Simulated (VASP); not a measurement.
# AlN (P6_3mc) in VASP: further runs, part 2 of 2

VASP 6.6.1.

## (3) Relaxation of cell and atoms, PBE+D3(BJ)

This run uses another cell than the first one, of 10.63 Å³/atom, 1.020 times its volume.

INCAR reads:

```
ALGO = Normal
EDIFF = 1E-6
EDIFFG = -0.01
ENCUT = 600
GGA = PE
IBRION = 2
ISIF = 3
ISMEAR = 0
IVDW = 12
LASPH = True
LCHARG = False
LREAL = False
LWAVE = False
NELM = 100
NSW = 100
PREC = Accurate
SIGMA = 0.02
```

KPOINTS reads:

```
k-points
0
Gamma
  9 9 6
```

POSCAR reads:

```
AlN
1.0
    3.1285882000      0.0000000000      0.0000000000
   -1.5642941000      2.7094368900      0.0000000000
    0.0000000000      0.0000000000      5.0169549000
Al N
2 2
Direct
    0.6666666900      0.3333333400      0.4992870100
    0.3333333400      0.6666666900      0.9992870100
    0.6666666900      0.3333333400      0.8807129900
    0.3333333400      0.6666666900      0.3807129900
```

Potentials or basis: VASP PAW PBE potentials, release 64 (Al, N).

On the command line:

```sh
> cat potpaw_PBE.64/Al/POTCAR potpaw_PBE.64/N/POTCAR > POTCAR
> mpirun -np 1 vasp_std > vasp.out
```

OUTCAR:

```text
EDIFF = 1E-6
   EDIFFG = -0.01
   ENCUT = 600
   GGA = PE
   IBRION = 2
   ISIF = 3
   ISMEAR = 0
   IVDW = 12
   LASPH = True
   LREAL = False
   NELM = 100
   NSW = 100
   PREC = Accurate
 IVDW          = 12

 ion  position               nearest neighbor table
   1  0.667  0.333  0.499-   4 1.90   4 1.90   4 1.90   3 1.91   2 3.09   2 3.09   2 3.09   2 3.09
                             2 3.09   2 3.09
   2  0.333  0.667  0.999-   3 1.90   3 1.90   3 1.90   4 1.91   1 3.09   1 3.09   1 3.09   1 3.09
                             1 3.09   1 3.09
   3  0.667  0.333  0.881-   2 1.90   2 1.90   2 1.90   1 1.91
   4  0.333  0.667  0.381-   1 1.90   1 1.90   1 1.90   2 1.91

  LATTYP: Found a hexagonal cell.
 ALAT       =     3.1285882000
 C/A-ratio  =     1.6035842940

  Lattice vectors:

 A1 = (   3.1285882000,   0.0000000000,   0.0000000000)
 A2 = (  -1.5642941000,   2.7094368900,   0.0000000000)
 A3 = (   0.0000000000,   0.0000000000,   5.0169549000)

Analysis of symmetry for initial positions (statically):
=====================================================================
 Subroutine PRICEL returns:
[... 359 lines left out ...]
 val. band max:        6.1845129324   @ k =   0.0000   0.0000   0.0000
 cond. band min:      10.4257261384   @ k =   0.0000   0.0000   0.0000
 fundamental gap:      4.2412132061
 Fermi energy:         6.3148969946

 k-point     1 :       0.0000    0.0000    0.0000
  band No.  band energies     occupation
      1      -9.0225      2.00000
      2      -6.8679      2.00000
      3       0.1755      2.00000
      4       5.3239      2.00000
      5       5.3239      2.00000
      6       5.9733      2.00000
      7       5.9733      2.00000
      8       6.1845      2.00000
      9      10.4257      0.00000
     10      12.8841      0.00000
     11      16.8256      0.00000
     12      17.3701      0.00000
[... 331 lines left out ...]
 k-point    24 :       0.3333    0.3333    0.1667
  band No.  band energies     occupation
      1      -6.5003      2.00000
      2      -6.5003      2.00000
      3       1.4700      2.00000
      4       2.0063      2.00000
      5       2.0063      2.00000
      6       3.4843      2.00000
      7       4.3080      2.00000
      8       4.3080      2.00000
      9      11.6417      0.00000
     10      14.5031      0.00000
     11      15.3269      0.00000
     12      15.3269      0.00000

 [... further k-points ...]

------------------------ aborting loop because EDIFF is reached ----------------------------------------

 Edisp (eV)   -1.07812

 E8    (eV) :    -0.4211
[... 27 lines left out ...]
  FREE ENERGIE OF THE ION-ELECTRON SYSTEM (eV)
  ---------------------------------------------------
  free  energy   TOTEN  =       -30.8504915210 eV

  energy  without entropy=      -30.8504915210  energy(sigma->0) =      -30.85049152

 reached required accuracy - stopping structural energy minimisation
```

OSZICAR:

```text
N       E                     dE             d eps       ncg     rms          rms(c)
DAV:   1     0.605826111239E+02    0.60583E+02   -0.82386E+03  1152   0.133E+03
DAV:   2    -0.297382614503E+02   -0.90321E+02   -0.82462E+02  1664   0.250E+02
DAV:   3    -0.344213808159E+02   -0.46831E+01   -0.46624E+01  1520   0.620E+01
DAV:   4    -0.344645914988E+02   -0.43211E-01   -0.43185E-01  1348   0.666E+00
[... 33 lines left out ...]
       N       E                     dE             d eps       ncg     rms          rms(c)
DAV:   1    -0.297723919734E+02    0.39771E-05   -0.25007E-03  1152   0.481E-01    0.275E-02
DAV:   2    -0.297723760749E+02    0.15898E-04   -0.21832E-05  1464   0.459E-02    0.155E-02
DAV:   3    -0.297723678076E+02    0.82673E-05   -0.12257E-05  1424   0.311E-02    0.115E-03
DAV:   4    -0.297723678433E+02   -0.35698E-07   -0.76868E-07   620   0.914E-03
   5 F= -.30850492E+02 E0= -.30850492E+02  d E =-.407005E-04
```

CONTCAR:

```text
AlN
   1.00000000000000
     3.1070450580456215    0.0000000000000000   -0.0000000000000000
    -1.5535225290228107    2.6907799811533648    0.0000000000000000
    -0.0000000000000000   -0.0000000000000000    4.9784718725605721
  Al              N
     2     2
Direct
     0.6666666899999996    0.3333333400000029    0.4991998955990427
     0.3333333400000029    0.6666666899999996    0.9991998955990425
     0.6666666899999996    0.3333333400000029    0.8808001044009600
     0.3333333400000029    0.6666666899999996    0.3808001044009599

  0.00000000E+00  0.00000000E+00  0.00000000E+00
  0.00000000E+00  0.00000000E+00  0.00000000E+00
  0.00000000E+00  0.00000000E+00  0.00000000E+00
  0.00000000E+00  0.00000000E+00  0.00000000E+00
```

It took 74 s on 1 thread of Intel Xeon Platinum 8488C (Sapphire Rapids), shared host; peak memory 0.2 GiB.

What came out:

```
Free energy                            : -30.8505 eV
Relaxed volume                         : 10.41 Å³/atom
Relaxed cell                           : a = 3.107 Å, b = 3.107 Å, c = 4.978 Å, α = 90.00°, β = 90.00°, γ = 120.00°
Space group after relaxing (to 0.05 Å) : P6_3mc (No. 186)
Energy gained by relaxing              : 3.1 meV/atom
Ionic steps                            : 5
Pressure after relaxing                : -0.1 GPa
Largest force after relaxing           : 0.009 eV/Å
Band gap on the k mesh                 : 4.24 eV, direct
Dispersion energy per atom             : -0.270 eV
```

Forces on the atoms (eV/Å):
```
Al   0.000  0.000 -0.009
Al   0.000  0.000 -0.009
N    0.000  0.000  0.009
N    0.000  0.000  0.009
```

Step by step:
```tsv
step	energy change (eV)	largest force (eV/Å)	pressure (GPa)	volume (Å³)
1	0.0000	0.0025	-4.23	42.53
2	-0.0029	0.0138	3.99	40.82
3	-0.0125	0.0087	0.00	41.61
4	-0.0125	0.0086	-0.09	41.62
5	-0.0125	0.0095	-0.08	41.62
```

Final structure:
```cif
data_structure
_symmetry_space_group_name_H-M 'P 1'
_symmetry_Int_Tables_number 1
_cell_length_a 3.1070
_cell_length_b 3.1070
_cell_length_c 4.9785
_cell_angle_alpha 90.000
_cell_angle_beta 90.000
_cell_angle_gamma 120.000
_cell_volume 41.62
loop_
_atom_site_label
_atom_site_type_symbol
_atom_site_fract_x
_atom_site_fract_y
_atom_site_fract_z
_atom_site_occupancy
Al1 Al 0.66667 0.33333 0.49920 1
Al2 Al 0.33333 0.66667 0.99920 1
N1 N 0.66667 0.33333 0.88080 1
N2 N 0.33333 0.66667 0.38080 1
```

A k mesh can miss the band edges. PBE gaps usually lie below the measured ones, often by a third to a half.
